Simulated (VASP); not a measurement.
# Ge (Fd-3m) in VASP: further runs

Runs on Ge. Level: r2SCAN. Tasks: single point, relaxation of cell and atoms.

All numbers are computed with VASP 6.6.1; they aren't measurements. Logs are shortened: lines on timing, memory, paths and dates and some standing lists are left out, and cuts for length are marked.

**Experimental background.**

“Electronic and optical properties of SixGe1-x-ySny alloys lattice-matched to Ge”, 2021, arxiv:2109.02782 reports, for a bulk crystal of Ge at 293 K: band gap 0.666 eV (indirect).

How close the calculation comes is told below.

### 1 The cell of the first run

It takes space group Fd-3m (No. 227, cubic). Conventional cell: a = 5.673 Å, b = 5.673 Å, c = 5.673 Å, α = 90.00°, β = 90.00°, γ = 90.00°. Ge (site symmetry -43m) has 4 Ge at 2.46 Å within 3.2 Å.

### 2 Single point, r2SCAN

File POSCAR:

```
Ge
1.0
    0.0000000000      2.8362892110      2.8362892110
    2.8362892110      0.0000000000      2.8362892110
    2.8362892110      2.8362892110      0.0000000000
Ge
2
Direct
    0.0000000000      0.0000000000      0.0000000000
    0.2500000000      0.2500000000      0.2500000000
```

File INCAR.step1:

```
PREC = Accurate
ENCUT = 520
ISMEAR = 0
SIGMA = 0.02
LREAL = F
LASPH = T
NELM = 100
NBANDS = 21
GGA = PE
ALGO = Normal
EDIFF = 1E-4
LWAVE = T
LCHARG = F
```

File INCAR.step2:

```
PREC = Accurate
ENCUT = 520
EDIFF = 1E-6
ISMEAR = 0
SIGMA = 0.02
LREAL = F
LASPH = T
NELM = 100
ALGO = Normal
ISIF = 2
LWAVE = F
LCHARG = T
METAGGA = R2SCAN
LMIXTAU = T
LELF = T
LVHAR = T
NBANDS = 21
ISTART = 1
```

File KPOINTS:

```
regular mesh
0
Gamma
  7 7 7
```

Potentials or basis: VASP PAW PBE potentials, release 64 (Ge_d).

Started as:

```console
$ cat potpaw_PBE.64/Ge_d/POTCAR > POTCAR
$ cp INCAR.step1 INCAR
$ mpirun -np 1 vasp_std > vasp.out
$ cp INCAR.step2 INCAR
$ mpirun -np 1 vasp_std > vasp.out
```

OUTCAR:

```text
PREC = Accurate
   ENCUT = 520
   EDIFF = 1E-6
   ISMEAR = 0
   LREAL = F
   LASPH = T
   NELM = 100
   ISIF = 2
   METAGGA = R2SCAN
   ISTART = 1

 ion  position               nearest neighbor table
   1  0.000  0.000  0.000-   2 2.46   2 2.46   2 2.46   2 2.46
   2  0.250  0.250  0.250-   1 2.46   1 2.46   1 2.46   1 2.46

  LATTYP: Found a face centered cubic cell.
 ALAT       =     5.6725784220

  Lattice vectors:

 A1 = (   0.0000000000,   2.8362892110,   2.8362892110)
 A2 = (   2.8362892110,   0.0000000000,   2.8362892110)
 A3 = (   2.8362892110,   2.8362892110,   0.0000000000)

Analysis of symmetry for initial positions (statically):
=====================================================================
 Subroutine PRICEL returns:
 Original cell was already a primitive cell.

 Routine SETGRP: Setting up the symmetry group for a
 face centered cubic supercell.

 Subroutine GETGRP returns: Found 48 space group operations
 (whereof 24 operations were pure point group operations)
 out of a pool of 48 trial point group operations.

The static configuration has the point symmetry T_d .
 The point group associated with its full space group is O_h .

Analysis of symmetry for dynamics (positions and initial velocities):
=====================================================================
 Subroutine PRICEL returns:
 Original cell was already a primitive cell.

 Routine SETGRP: Setting up the symmetry group for a
 face centered cubic supercell.

 Subroutine GETGRP returns: Found 48 space group operations
 (whereof 24 operations were pure point group operations)
 out of a pool of 48 trial point group operations.

The dynamic configuration has the point symmetry T_d .
 The point group associated with its full space group is O_h .

 Subroutine INISYM returns: Found 48 space group operations
 (whereof 24 operations are pure point group operations),
 and found     1 'primitive' translations

----------------------------------------------------------------------------------------

                                     Primitive cell

  volume of cell :      45.6333

  direct lattice vectors                    reciprocal lattice vectors
     0.000000000  2.836289211  2.836289211    -0.176286677  0.176286677  0.176286677
     2.836289211  0.000000000  2.836289211     0.176286677 -0.176286677  0.176286677
     2.836289211  2.836289211  0.000000000     0.176286677  0.176286677 -0.176286677

  length of vectors
     4.011118669  4.011118669  4.011118669     0.305337481  0.305337481  0.305337481

  position of ions in fractional coordinates (direct lattice)
     0.000000000  0.000000000  0.000000000
     0.250000000  0.250000000  0.250000000

  ion indices of the primitive-cell ions
   primitive index   ion index
                 1           1
                 2           2

----------------------------------------------------------------------------------------

 KPOINTS: regular mesh

Automatic generation of k-mesh.
 Grid dimensions read from file:
 generate k-points for:    7    7    7

 Generating k-lattice:

  Cartesian coordinates                     Fractional coordinates (reciprocal lattice)
    -0.025183811  0.025183811  0.025183811     0.142857143  0.000000000  0.000000000
     0.025183811 -0.025183811  0.025183811     0.000000000  0.142857143  0.000000000
     0.025183811  0.025183811 -0.025183811     0.000000000  0.000000000  0.142857143

  Length of vectors
     0.043619640  0.043619640  0.043619640

  Shift w.r.t. Gamma in fractional coordinates (k-lattice)
     0.000000000  0.000000000  0.000000000

 Subroutine IBZKPT returns following result:
 ===========================================

 Found     20 irreducible k-points:

 Following reciprocal coordinates:
            Coordinates               Weight
  0.000000  0.000000  0.000000      1.000000
  0.142857  0.000000  0.000000      8.000000
  0.285714  0.000000  0.000000      8.000000
  0.428571  0.000000  0.000000      8.000000
  0.142857  0.142857  0.000000      6.000000
  0.285714  0.142857  0.000000     24.000000
[... 12 lines left out ...]
 -0.428571  0.428571  0.142857     24.000000
 -0.285714  0.428571  0.142857     24.000000
   k-points           NKPTS =     20   k-points in BZ     NKDIM =     20   number of bands    NBANDS=     21
   number of dos      NEDOS =    301   number of ions     NIONS =      2
   total plane-waves  NPLWV =  27000
   dimension x,y,z NGX =    30 NGY =   30 NGZ =   30
   dimension x,y,z NGXF=    60 NGYF=   60 NGZF=   60
   ions per type =               2
   NGX,Y,Z   is equivalent  to a cutoff of  12.43, 12.43, 12.43 a.u.
   NGXF,Y,Z  is equivalent  to a cutoff of  24.87, 24.87, 24.87 a.u.
 SYSTEM =  unknown system
   PREC   = accura    normal or accurate (medium, high low for compatibility)
   ISTART =      1    job   : 0-new  1-cont  2-samecut
   ICHARG =      0    charge: 1-file 2-atom 10-const
   ISPIN  =      1    spin polarized calculation?
   LNONCOLLINEAR =      F non collinear calculations
   LSORBIT =      F    spin-orbit coupling
   LASPH  =      T    aspherical Exc in radial PAW
   ENCUT  =  520.0 eV  38.22 Ry    6.18 a.u.   7.46  7.46  7.46*2*pi/ulx,y,z
   NELM   =    100;   NELMIN=  2; NELMDL=  0     # of ELM steps
   EDIFF  = 0.1E-05   stopping-criterion for ELM
   LREAL  =      F    real-space projection
   EDIFFG = 0.1E-04   stopping-criterion for IOM
   NSW    =      0    number of steps for IOM
   IBRION =     -1    ionic relax: 0-MD 1-quasi-New 2-CG
   NFREE  =      0    steps in history (QN), initial steepest desc. (CG)
   ISIF   =      2    stress and relaxation
   ISYM   =      2    0-nonsym 1-usesym 2-fastsym
   POTIM  = 0.5000    time-step for ionic-motion
   TEBEG  =    0.0;   TEEND  =   0.0 temperature during run
   PSTRESS=    0.0 pullay stress
   NELECT =      28.0000    total number of electrons
   NUPDOWN=      -1.0000    fix difference up-down
   EMIN   =  10.00;   EMAX   =-10.00  energy-range for DOS
   EFERMI =   0.00;   METHOD = LEGACY
   ISMEAR =     0;   SIGMA  =   0.02  broadening in eV -4-tet -1-fermi 0-gaus
   EFERMI_NEDOS =   21; number of points for ismear=-14 and -15
   IALGO  =     38    algorithm
   IMIX   =      4    mixing-type and parameters
     AMIX     =   0.40;   BMIX     =  1.00
     AMIX_MAG =   1.60;   BMIX_MAG =  1.00
  volume/ion in A,a.u.               =      22.82       153.97
  Fermi-wavevector in a.u.,A,eV,Ry     =   1.391128  2.628850 26.330488  1.935236
  Thomas-Fermi vector in A             =   2.514997
   LORBIT       =      0    0 simple, 1 ext, 2 COOP (PROOUT), +10 PAW based schemes
   METAGGA = R2SCAN    functional components
   LHFCALC =     F    Hartree Fock is set to
   AEXX    =    0.0000 exact exchange contribution
   IVDW    =     0    specifies the selected vdW correction
   LEPSILON=     F    determine dielectric tensor
   LRPA    =     F    only Hartree local field effects (RPA)
 non-spin polarized calculation
 Gauss-broadening in eV      SIGMA  =   0.02
  energy-cutoff  :      520.00
  volume of cell :       45.63
 maximum number of plane-waves:      1246
 NGX is ok and might be reduce to    30
   NGX = 15   NGY = 15   NGZ = 15

 number of electron      28.0000015 magnetization

 Free energy of the ion-electron system (eV)
  ---------------------------------------------------
  ext. energy  EPLUGINS =         0.00000000
  ---------------------------------------------------
  free energy    TOTEN  =       -27.72652227 eV

  energy without entropy =      -27.72652227  energy(sigma->0) =      -27.72652227

 E-fermi :   4.9090     XC(G=0): -10.7763

 val. band max:        4.7280058474   @ k =   0.0000   0.0000   0.0000
 cond. band min:       5.0571336484   @ k =   0.0000   0.0000   0.0000
 fundamental gap:      0.3291278011
 Fermi energy:         4.9090280407

 k-point     1 :       0.0000    0.0000    0.0000
  band No.  band energies     occupation
      1     -20.7558      2.00000
      2     -20.7558      2.00000
      3     -20.7557      2.00000
      4     -20.7171      2.00000
      5     -20.7170      2.00000
      6     -20.5037      2.00000
[... 13 lines left out ...]
     20      14.6415      0.00000
     21      14.6416      0.00000

 k-point     2 :       0.1429    0.0000    0.0000
  band No.  band energies     occupation
      1     -20.7656      2.00000
      2     -20.7656      2.00000
      3     -20.7525      2.00000
      4     -20.7027      2.00000
      5     -20.7027      2.00000
      6     -20.5160      2.00000
[... 13 lines left out ...]
     20      13.6560      0.00000
     21      13.6560      0.00000

 k-point     3 :       0.2857    0.0000    0.0000
  band No.  band energies     occupation
      1     -20.7762      2.00000
      2     -20.7762      2.00000
      3     -20.7450      2.00000
      4     -20.6836      2.00000
      5     -20.6836      2.00000
      6     -20.5293      2.00000
[... 13 lines left out ...]
     20      13.7283      0.00000
     21      13.7283      0.00000

 k-point     4 :       0.4286    0.0000    0.0000
  band No.  band energies     occupation
      1     -20.7803      2.00000
      2     -20.7802      2.00000
      3     -20.7388      2.00000
      4     -20.6748      2.00000
      5     -20.6748      2.00000
      6     -20.5340      2.00000
[... 13 lines left out ...]
     20      15.6097      0.00000
     21      15.6097      0.00000

 k-point     5 :       0.1429    0.1429    0.0000
  band No.  band energies     occupation
      1     -20.7642      2.00000
      2     -20.7631      2.00000
      3     -20.7631      2.00000
      4     -20.7050      2.00000
      5     -20.6871      2.00000
      6     -20.5445      2.00000
[... 13 lines left out ...]
     20      13.2864      0.00000
     21      15.0050      0.00000
[... 286 lines left out ...]
     20      15.7673      0.00000
     21      16.5923      0.00000

 k-point    18 :      -0.4286    0.2857    0.1429
  band No.  band energies     occupation
      1     -20.8025      2.00000
      2     -20.7922      2.00000
      3     -20.7048      2.00000
      4     -20.6524      2.00000
      5     -20.6284      2.00000
      6     -20.5975      2.00000
[... 13 lines left out ...]
     20      15.6809      0.00000
     21      17.1234      0.00000

 k-point    19 :      -0.4286    0.4286    0.1429
  band No.  band energies     occupation
      1     -20.7988      2.00000
      2     -20.7976      2.00000
      3     -20.7008      2.00000
      4     -20.6520      2.00000
      5     -20.6264      2.00000
      6     -20.5858      2.00000
[... 13 lines left out ...]
     20      16.4325      0.00000
     21      18.2576      0.00000

 k-point    20 :      -0.2857    0.4286    0.1429
  band No.  band energies     occupation
      1     -20.8075      2.00000
      2     -20.7982      2.00000
      3     -20.6836      2.00000
      4     -20.6350      2.00000
      5     -20.6197      2.00000
      6     -20.5953      2.00000
[... 13 lines left out ...]
     20      16.0583      0.00000
     21      18.4869      0.00000

------------------------ aborting loop because EDIFF is reached ----------------------------------------

  FORCE on cell =-STRESS in cart. coord.  units (eV):
  Direction    XX          YY          ZZ          XY          YZ          ZX
  --------------------------------------------------------------------------------------
  -------------------------------------------------------------------------------------
  Total        0.0144858      0.0144858      0.0144858      0.0000000      0.0000000     -0.0000000
  in kB        0.5085928      0.5085928      0.5085928      0.0000000      0.0000000     -0.0000000
  external PRESSURE =       0.5085928 kB  Pullay stress =       0.0000000 kB

 VOLUME and BASIS-vectors are now :
 -----------------------------------------------------------------------------
  energy-cutoff  :      520.00
  volume of cell :       45.63
      direct lattice vectors                 reciprocal lattice vectors
     0.000000000  2.836289211  2.836289211    -0.176286677  0.176286677  0.176286677
     2.836289211  0.000000000  2.836289211     0.176286677 -0.176286677  0.176286677
     2.836289211  2.836289211  0.000000000     0.176286677  0.176286677 -0.176286677

 POSITION                                       TOTAL-FORCE (eV/Angst)
 -----------------------------------------------------------------------------------
      0.00000      0.00000      0.00000        -0.000000     -0.000000     -0.000000
      1.41814      1.41814      1.41814         0.000000      0.000000      0.000000
 -----------------------------------------------------------------------------------
    total drift:                                0.000000      0.000000      0.000000

  FREE ENERGIE OF THE ION-ELECTRON SYSTEM (eV)
  ---------------------------------------------------
  free  energy   TOTEN  =       -27.7265222722 eV

  energy  without entropy=      -27.7265222722  energy(sigma->0) =      -27.72652227
```

Run time: 32 s. Hardware: 1 thread of Intel Xeon 6975P-C (Granite Rapids), shared host; peak memory 0.17 GiB.

Results:

```yaml
Free_energy: -27.7265 eV
Pressure: 0.1 GPa
Band_gap_on_the_k_mesh: 0.33 eV
```

Levels at points of the mesh, in eV from the valence-band top:
```
           k point  band 11  band 12  band 13  band 14  band 15  band 16  band 17  band 18
(0.00, 0.00, 0.00)   -13.24     0.00     0.00     0.00     0.33     2.71     2.71     2.71
```

Caveat: the PAW data sets were made with another functional, which shifts forces and pressure a little; an odd mesh through Γ misses points on the zone boundary, where band edges can lie.

### 3 Relaxation of cell and atoms, r2SCAN

This run uses another cell than the first one, of 22.64 Å³/atom.

File POSCAR:

```
Ge
1.0
    0.0000000000      2.8289100000      2.8289100000
    2.8289100000      0.0000000000      2.8289100000
    2.8289100000      2.8289100000      0.0000000000
Ge
2
Direct
    0.0000000000      0.0000000000      0.0000000000
    0.2500000000      0.2500000000      0.2500000000
```

File INCAR.step1:

```
ALGO = Normal ; EDIFF = 1E-4
ENCUT = 600 ; GGA = PE
ISMEAR = 0 ; LASPH = True
LCHARG = False ; LREAL = False
LWAVE = True ; NELM = 100
PREC = Accurate ; SIGMA = 0.02
```

File INCAR.step2:

```
ALGO = Normal ; EDIFF = 1E-6
EDIFFG = -0.02 ; ENCUT = 600
IBRION = 2 ; ISIF = 3
ISMEAR = 0 ; ISTART = 1
LASPH = True ; LCHARG = False
LMIXTAU = True ; LREAL = False
LWAVE = False ; METAGGA = R2SCAN
NELM = 100 ; NSW = 80
PREC = Accurate ; SIGMA = 0.02
```

File KPOINTS:

```
k-points
0
Gamma
  7 7 7
```

Potentials or basis: VASP PAW PBE potentials, release 64 (Ge_d).

Started as:

```console
$ cat potpaw_PBE.64/Ge_d/POTCAR > POTCAR
$ cp INCAR.step1 INCAR
$ mpirun -np 1 vasp_std > vasp.out
$ cp INCAR.step2 INCAR
$ mpirun -np 1 vasp_std > vasp.out
```

Run time: 58 s. Hardware: 1 thread of Intel Xeon 6975P-C (Granite Rapids), shared host; peak memory 0.19 GiB.

Results (log left out):

```yaml
Free_energy: -27.7279 eV
Relaxed_volume: 22.84 Å³/atom
Relaxed_cell: a = 4.012 Å, b = 4.012 Å, c = 4.012 Å, α = 60.00°, β = 60.00°, γ = 60.00°
Space_group_after_relaxing_to_0.1_Å: Fd-3m (No. 227)
Energy_gained_by_relaxing: 0.4 meV/atom
Ionic_steps: 3
Pressure_after_relaxing: 0.0 GPa
Band_gap_on_the_k_mesh: 0.32 eV
```

Step by step:
| step | energy change (eV) | largest force (eV/Å) | pressure (GPa) | volume (Å³) |
| --- | --- | --- | --- | --- |
| 1 | 0.0000 | 0.0000 | 0.70 | 45.28 |
| 2 | -0.0006 | 0.0000 | -0.30 | 45.93 |
| 3 | -0.0009 | 0.0000 | 0.01 | 45.68 |

Final structure:
```yaml
crystal:
  lattice:
    - [0.00000, 2.83726, 2.83726]
    - [2.83726, 0.00000, 2.83726]
    - [2.83726, 2.83726, 0.00000]
  atoms:
    - { symbol: Ge, position: [0.00000, 0.00000, 0.00000] }
    - { symbol: Ge, position: [0.25000, 0.25000, 0.25000] }
```

Levels at points of the mesh, in eV from the valence-band top:
| k point | band 10 | band 11 | band 12 | band 13 | band 14 | band 15 | band 16 | band 17 | band 18 |
| --- | --- | --- | --- | --- | --- | --- | --- | --- | --- |
| (0.00, 0.00, 0.00) | -25.21 | -13.23 | 0.00 | 0.00 | 0.00 | 0.32 | 2.71 | 2.71 | 2.71 |

Caveat: the PAW data sets were made with another functional, which shifts forces and pressure a little; an odd mesh through Γ misses points on the zone boundary, where band edges can lie.

### 4 Against experiment

Step 2. Against the measured gap of Ge, 0.666 eV (indirect; 293 K; “Electronic and optical properties of SixGe1-x-ySny alloys lattice-matched to Ge”, 2021, arxiv:2109.02782), the calculated 0.33 eV is off by -0.34 eV. 3 values of this kind are on record (0.666 to 0.807 eV); this one was drawn at random among those near their median. Spin-orbit coupling on Ge is left out. The value is that of r2SCAN on a finite k mesh, which can miss the band edges, without temperature or zero-point motion.
